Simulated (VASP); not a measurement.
# ZnS: single point with LDA

ZnS:

```
CELL_PARAMETERS angstrom
0.00000 2.48828 2.48828
2.48828 0.00000 2.48828
2.48828 2.48828 0.00000
ATOMIC_POSITIONS crystal
Zn 0.00000 0.00000 0.00000
S 0.75000 0.75000 0.75000
```

This cell differs from its parent crystal: strain -0.080 along x and y, -0.080 along z.

```json
{"Program": "VASP 6.6.1", "Task": "single point", "Functional": "LDA", "Potentials or basis": "VASP PAW LDA potentials, release 64 (Zn, S)", "Cutoff": "520 eV", "k mesh": "10 × 10 × 10", "Occupations": "gaussian, width 0.05 eV", "Spin": "no spin polarisation"}
```

```
Pressure               : 25.0 GPa
Band gap on the k mesh : 2.56 eV, indirect (least direct gap 3.06 eV)
```

Levels at points of the mesh, in eV from the valence-band top:
```tsv
k point	band 7	band 8	band 9	band 10	band 11	band 12
(0.00, 0.00, 0.00)	0.00	0.00	0.00	3.06	5.95	5.95
(0.50, 0.00, 0.00)	-6.66	-1.30	-1.30	3.55	6.53	6.53
(0.50, 0.50, 0.00)	-5.76	-3.30	-3.30	2.56	3.64	12.77
```

It took 19 s on 1 thread of AMD EPYC 7R43 64-Core Processor (Zen 3), on a shared host, peak memory 0.11 GiB.

Caveat: the cell differs from its parent crystal (strain -0.080 along x and y, -0.080 along z). A k mesh can miss the band edges.
